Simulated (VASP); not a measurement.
# CdS (Greenockite) (P6_3mc) in VASP: further runs

The runs below take CdS (Greenockite) through single point, with PBE.

All numbers are computed with VASP 6.6.1; they aren't measurements. Logs are shortened: lines on timing, memory, paths and dates and some standing lists are left out, and cuts for length are marked.

## Step 1: The cell of the first run

Symmetry: P6_3mc, No. 186, hexagonal system. Conventional cell: a = 4.150 Å, b = 4.150 Å, c = 6.602 Å, α = 90.00°, β = 90.00°, γ = 120.00°. Within 3.3 Å of Cd (site symmetry 3m) lie 4 S at 2.52 Å. Within 3.3 Å of S (site symmetry 3m) lie 4 Cd at 2.52 Å.

## Step 2: Single point, PBE (z stretched by -2 %, then relaxed in part)

File INCAR:

```
SYSTEM = CdS
PREC = Accurate ; ENCUT = 520
EDIFF = 1E-7 ; ISMEAR = -1
SIGMA = 0.02 ; LREAL = .FALSE.
LASPH = .TRUE. ; NELM = 80
ALGO = Normal ; ISIF = 2
LWAVE = .FALSE. ; LCHARG = .FALSE.
GGA = PE ; NBANDS = 26
```

File KPOINTS:

```
regular mesh
0
G
  12 12 7
  0 0 0
```

File POSCAR:

```
CdS
1.0
    4.1500000000      0.0000000000      0.0000000000
   -2.0750000000      3.5940054257      0.0000000000
    0.0000000000      0.0000000000      6.6022600000
Cd S
2 2
Direct
    0.3333333333      0.6666666667     -0.0035494317
    0.6666666667      0.3333333333      0.4964505683
    0.3333333333      0.6666666667      0.3785494317
    0.6666666667      0.3333333333      0.8785494317
```

Potentials or basis: VASP PAW PBE potentials, release 64 (Cd, S).

The run is started by

```sh
$ cat potpaw_PBE.64/Cd/POTCAR potpaw_PBE.64/S/POTCAR > POTCAR
$ mpirun -np 1 vasp_std > vasp.out
```

OUTCAR:

```text
SYSTEM = CdS
   PREC = Accurate
   ENCUT = 520
   EDIFF = 1E-7
   ISMEAR = -1
   LREAL = .FALSE.
   LASPH = .TRUE.
   NELM = 80
   ISIF = 2
   GGA = PE

 ion  position               nearest neighbor table
   1  0.333  0.667  0.996-   4 2.52   4 2.52   4 2.52   3 2.52
   2  0.667  0.333  0.496-   3 2.52   3 2.52   3 2.52   4 2.52
   3  0.333  0.667  0.379-   2 2.52   2 2.52   2 2.52   1 2.52
   4  0.667  0.333  0.879-   1 2.52   1 2.52   1 2.52   2 2.52

  LATTYP: Found a hexagonal cell.
 ALAT       =     4.1500000000
 C/A-ratio  =     1.5909060241

  Lattice vectors:

 A1 = (   4.1500000000,   0.0000000000,   0.0000000000)
 A2 = (  -2.0750000000,   3.5940054257,   0.0000000000)
 A3 = (   0.0000000000,   0.0000000000,   6.6022600000)

Analysis of symmetry for initial positions (statically):
=====================================================================
 Subroutine PRICEL returns:
 Original cell was already a primitive cell.

 Routine SETGRP: Setting up the symmetry group for a
 hexagonal supercell.

 Subroutine GETGRP returns: Found 12 space group operations
 (whereof  6 operations were pure point group operations)
 out of a pool of 24 trial point group operations.

The static configuration has the point symmetry C_3v.
 The point group associated with its full space group is C_6v.

Analysis of symmetry for dynamics (positions and initial velocities):
=====================================================================
 Subroutine PRICEL returns:
 Original cell was already a primitive cell.

 Routine SETGRP: Setting up the symmetry group for a
 hexagonal supercell.

 Subroutine GETGRP returns: Found 12 space group operations
 (whereof  6 operations were pure point group operations)
 out of a pool of 24 trial point group operations.

The dynamic configuration has the point symmetry C_3v.
 The point group associated with its full space group is C_6v.

 Subroutine INISYM returns: Found 12 space group operations
 (whereof  6 operations are pure point group operations),
 and found     1 'primitive' translations

----------------------------------------------------------------------------------------

                                     Primitive cell

  volume of cell :      98.4735

  direct lattice vectors                    reciprocal lattice vectors
     4.150000000  0.000000000  0.000000000     0.240963855  0.139120547  0.000000000
    -2.075000000  3.594005426  0.000000000     0.000000000  0.278241094  0.000000000
     0.000000000  0.000000000  6.602260000     0.000000000  0.000000000  0.151463287

  length of vectors
     4.150000000  4.150000000  6.602260000     0.278241094  0.278241094  0.151463287

  position of ions in fractional coordinates (direct lattice)
     0.333333333  0.666666667  0.996450568
     0.666666667  0.333333333  0.496450568
     0.333333333  0.666666667  0.378549432
     0.666666667  0.333333333  0.878549432

  ion indices of the primitive-cell ions
   primitive index   ion index
                 1           1
                 2           2
                 3           3
                 4           4

----------------------------------------------------------------------------------------

 KPOINTS: regular mesh

Automatic generation of k-mesh.
 Grid dimensions read from file:
 generate k-points for:   12   12    7

 Generating k-lattice:

  Cartesian coordinates                     Fractional coordinates (reciprocal lattice)
     0.020080321  0.011593379  0.000000000     0.083333333 -0.000000000  0.000000000
     0.000000000  0.023186758  0.000000000     0.000000000  0.083333333  0.000000000
     0.000000000  0.000000000  0.021637612     0.000000000  0.000000000  0.142857143

  Length of vectors
     0.023186758  0.023186758  0.021637612

  Shift w.r.t. Gamma in fractional coordinates (k-lattice)
     0.000000000  0.000000000  0.000000000

 Subroutine IBZKPT returns following result:
 ===========================================

 Found     76 irreducible k-points:

 Following reciprocal coordinates:
            Coordinates               Weight
  0.000000  0.000000  0.000000      1.000000
  0.083333  0.000000  0.000000      6.000000
  0.166667  0.000000  0.000000      6.000000
  0.250000  0.000000  0.000000      6.000000
  0.333333 -0.000000  0.000000      6.000000
  0.416667  0.000000  0.000000      6.000000
[... 16 lines left out ...]
  0.250000  0.000000  0.142857     12.000000
  0.333333 -0.000000  0.142857     12.000000
 [... further k-points ...]
   k-points           NKPTS =     76   k-points in BZ     NKDIM =     76   number of bands    NBANDS=     26
   number of dos      NEDOS =    301   number of ions     NIONS =      4
   total plane-waves  NPLWV =  51200
   dimension x,y,z NGX =    32 NGY =   32 NGZ =   50
   dimension x,y,z NGXF=    64 NGYF=   64 NGZF=  100
   ions per type =               2   2
   NGX,Y,Z   is equivalent  to a cutoff of  12.82, 12.82, 12.59 a.u.
   NGXF,Y,Z  is equivalent  to a cutoff of  25.64, 25.64, 25.18 a.u.
 SYSTEM =  CdS
   PREC   = accura    normal or accurate (medium, high low for compatibility)
   ISTART =      0    job   : 0-new  1-cont  2-samecut
   ICHARG =      2    charge: 1-file 2-atom 10-const
   ISPIN  =      1    spin polarized calculation?
   LNONCOLLINEAR =      F non collinear calculations
   LSORBIT =      F    spin-orbit coupling
   LASPH  =      T    aspherical Exc in radial PAW
   ENCUT  =  520.0 eV  38.22 Ry    6.18 a.u.   7.72  7.72 12.28*2*pi/ulx,y,z
   NELM   =     80;   NELMIN=  2; NELMDL= -5     # of ELM steps
   EDIFF  = 0.1E-06   stopping-criterion for ELM
   LREAL  =      F    real-space projection
   EDIFFG = 0.1E-05   stopping-criterion for IOM
   NSW    =      0    number of steps for IOM
   IBRION =     -1    ionic relax: 0-MD 1-quasi-New 2-CG
   NFREE  =      0    steps in history (QN), initial steepest desc. (CG)
   ISIF   =      2    stress and relaxation
   ISYM   =      2    0-nonsym 1-usesym 2-fastsym
   POTIM  = 0.5000    time-step for ionic-motion
   TEBEG  =    0.0;   TEEND  =   0.0 temperature during run
   PSTRESS=    0.0 pullay stress
   NELECT =      36.0000    total number of electrons
   NUPDOWN=      -1.0000    fix difference up-down
   EMIN   =  10.00;   EMAX   =-10.00  energy-range for DOS
   EFERMI =   0.00;   METHOD = LEGACY
   ISMEAR =    -1;   SIGMA  =   0.02  broadening in eV -4-tet -1-fermi 0-gaus
   EFERMI_NEDOS =   21; number of points for ismear=-14 and -15
   IALGO  =     38    algorithm
   IMIX   =      4    mixing-type and parameters
     AMIX     =   0.40;   BMIX     =  1.00
     AMIX_MAG =   1.60;   BMIX_MAG =  1.00
  volume/ion in A,a.u.               =      24.62       166.13
  Fermi-wavevector in a.u.,A,eV,Ry     =   1.170584  2.212083 18.643607  1.370266
  Thomas-Fermi vector in A             =   2.307040
   LORBIT       =      0    0 simple, 1 ext, 2 COOP (PROOUT), +10 PAW based schemes
   GGA     = PE    functional components
[... 5 lines left out ...]
 non-spin polarized calculation
  energy-cutoff  :      520.00
  volume of cell :       98.47
 maximum number of plane-waves:      2682
 NGX is ok and might be reduce to    32
   NGX = 15   NGY = 15   NGZ = 25

 number of electron      35.9999996 magnetization

 Free energy of the ion-electron system (eV)
  ---------------------------------------------------
  ext. energy  EPLUGINS =         0.00000000
  ---------------------------------------------------
  free energy    TOTEN  =       -12.22546989 eV

  energy without entropy =      -12.22546989  energy(sigma->0) =      -12.22546989

 E-fermi :   1.7586     XC(G=0):  -9.1784

 val. band max:        1.3691494366   @ k =   0.0000   0.0000   0.0000
 cond. band min:       2.6338460329   @ k =   0.0000   0.0000   0.0000
 fundamental gap:      1.2646965963
 Fermi energy:         1.7585703009

 k-point     1 :       0.0000    0.0000    0.0000
  band No.  band energies     occupation
      1     -11.0418      2.00000
      2     -10.5886      2.00000
      3      -6.3519      2.00000
      4      -6.3519      2.00000
      5      -6.3387      2.00000
      6      -6.2676      2.00000
[... 18 lines left out ...]
     25       8.9064      0.00000
     26       9.2765      0.00000

 k-point     2 :       0.0833    0.0000    0.0000
  band No.  band energies     occupation
      1     -11.0166      2.00000
      2     -10.5778      2.00000
      3      -6.3455      2.00000
      4      -6.3408      2.00000
      5      -6.3190      2.00000
      6      -6.2559      2.00000
[... 18 lines left out ...]
     25       9.0637      0.00000
     26       9.1755      0.00000

 k-point     3 :       0.1667    0.0000    0.0000
  band No.  band energies     occupation
      1     -10.9464      2.00000
      2     -10.5495      2.00000
      3      -6.3201      2.00000
      4      -6.3120      2.00000
      5      -6.2675      2.00000
      6      -6.2185      2.00000
[... 18 lines left out ...]
     25       8.9880      0.00000
     26       9.4996      0.00000

 k-point     4 :       0.2500    0.0000    0.0000
  band No.  band energies     occupation
      1     -10.8464      2.00000
      2     -10.5144      2.00000
      3      -6.2891      2.00000
      4      -6.2772      2.00000
      5      -6.1866      2.00000
      6      -6.1546      2.00000
[... 18 lines left out ...]
     25       9.3929      0.00000
     26      10.0669      0.00000
[... 496 lines left out ...]
      1     -10.9255      2.00000
      2     -10.5673      2.00000
      3      -6.3149      2.00000
      4      -6.3082      2.00000
      5      -6.2617      2.00000
      6      -6.2223      2.00000
[... 18 lines left out ...]
     25       9.1462      0.00000
     26       9.3785      0.00000

 k-point    23 :       0.2500    0.0000    0.1429
  band No.  band energies     occupation
      1     -10.8283      2.00000
      2     -10.5286      2.00000
      3      -6.2857      2.00000
      4      -6.2717      2.00000
      5      -6.1927      2.00000
      6      -6.1612      2.00000
[... 18 lines left out ...]
     25       9.3278      0.00000
     26      10.0063      0.00000

 k-point    24 :       0.3333   -0.0000    0.1429
  band No.  band energies     occupation
      1     -10.7248      2.00000
      2     -10.4959      2.00000
      3      -6.2655      2.00000
      4      -6.2418      2.00000
      5      -6.1319      2.00000
      6      -6.1049      2.00000
[... 18 lines left out ...]
     25       9.6170      0.00000
     26      10.4641      0.00000

 [... further k-points ...]
[... 5 lines left out ...]
  --------------------------------------------------------------------------------------
  -------------------------------------------------------------------------------------
  Total        2.0973945      2.0973945      2.7232070      0.0000000      0.0000000      0.0000000
  in kB       34.1248904     34.1248904     44.3069438      0.0000000      0.0000000      0.0000000
  external PRESSURE =      37.5189082 kB  Pullay stress =       0.0000000 kB

 VOLUME and BASIS-vectors are now :
 -----------------------------------------------------------------------------
  energy-cutoff  :      520.00
  volume of cell :       98.47
      direct lattice vectors                 reciprocal lattice vectors
     4.150000000  0.000000000  0.000000000     0.240963855  0.139120547  0.000000000
    -2.075000000  3.594005426  0.000000000     0.000000000  0.278241094  0.000000000
     0.000000000  0.000000000  6.602260000     0.000000000  0.000000000  0.151463287

 POSITION                                       TOTAL-FORCE (eV/Angst)
 -----------------------------------------------------------------------------------
     -0.00000      2.39600      6.57883        -0.000000     -0.000000     -0.004672
      2.07500      1.19800      3.27770         0.000000      0.000000     -0.004672
     -0.00000      2.39600      2.49928         0.000000      0.000000      0.004672
      2.07500      1.19800      5.80041        -0.000000     -0.000000      0.004672
 -----------------------------------------------------------------------------------
    total drift:                               -0.000000     -0.000000      0.000639

  FREE ENERGIE OF THE ION-ELECTRON SYSTEM (eV)
  ---------------------------------------------------
  free  energy   TOTEN  =       -12.2254698889 eV

  energy  without entropy=      -12.2254698889  energy(sigma->0) =      -12.22546989
```

It took 2.4 min on 1 thread of AMD EPYC 7R43 (Zen 3), shared host; peak memory 0.28 GiB.

Results:

- Free energy: -12.2255 eV
- Pressure: 3.8 GPa
- Largest force: 0.005 eV/Å
- Band gap on the k mesh: 1.26 eV, direct

Forces in eV/Å, atoms in the order of the input:
```
Cd   0.000  0.000 -0.005
Cd   0.000  0.000 -0.005
S    0.000  0.000  0.005
S    0.000  0.000  0.005
```

Caveat: the cell differs from its parent crystal (z stretched by -2 %, then relaxed in part).

[end of part 1 of 3]
